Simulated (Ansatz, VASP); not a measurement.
## Two plane-wave programs on BP

The input INCAR:

```
SYSTEM = BP
  PREC = Accurate
  ENCUT = 520
  EDIFF = 1E-6
  ISMEAR = 0
  SIGMA = 0.02
  LREAL = .False.
  LASPH = .True.
  NELM = 60
  ALGO = Normal
  ISIF = 2
  LWAVE = .False.
  LCHARG = .False.
  GGA = PE
  NBANDS = 11
```

The input KPOINTS:

```
regular mesh
0
Gamma
  10 10 10
  0 0 0
```

The input POSCAR:

```
BP
1.0
    0.0000000000      2.2037717155      2.2037717155
    2.2037717155      0.0000000000      2.2037717155
    2.2037717155      2.2037717155      0.0000000000
B P
1 1
Direct
    0.0000000000      0.0000000000      0.0000000000
    0.2500000000      0.2500000000      0.2500000000
```

Input for Ansatz:

```yaml
crystal:
  lattice:
    - [0.0, 2.2037717155, 2.2037717155]
    - [2.2037717155, 0.0, 2.2037717155]
    - [2.2037717155, 2.2037717155, 0.0]
  atoms:
    - { symbol: B, position: [0.0, 0.0, 0.0] }
    - { symbol: P, position: [0.25, 0.25, 0.25] }
basis:
  ecutwfc: 420
kpoints:
  mp_grid: { grid: [10, 10, 10] }
hamiltonian:
  xc: pbe
scf:
  occupations: { method: gaussian, width: 0.02 }
output:
  forces: true
  stress: true
  eigenvalues: true
```

Alike in both runs: task single point; functional PBE; k mesh 10 × 10 × 10; occupations gaussian, width 0.02 eV; no spin polarisation.

|  | VASP | Ansatz |
| --- | --- | --- |
| version | VASP 6.6.1 | Ansatz 0.2.0 |
| potentials or method | VASP PAW PBE potentials, release 64 (B, P), cutoff 520 eV | scalar-relativistic, plane waves, PAW |
| valence electrons in the cell | 8 | 8 |

|  | VASP | Ansatz | Ansatz less VASP |
| --- | --- | --- | --- |
| gap on the k mesh at the Fermi level (eV) | 1.12 | 1.12 | +0.005 |
| least direct gap on the mesh (eV) | 3.55 | 3.55 | +0.004 |
| pressure (GPa) | 17.9 | 18.3 | +0.34 |
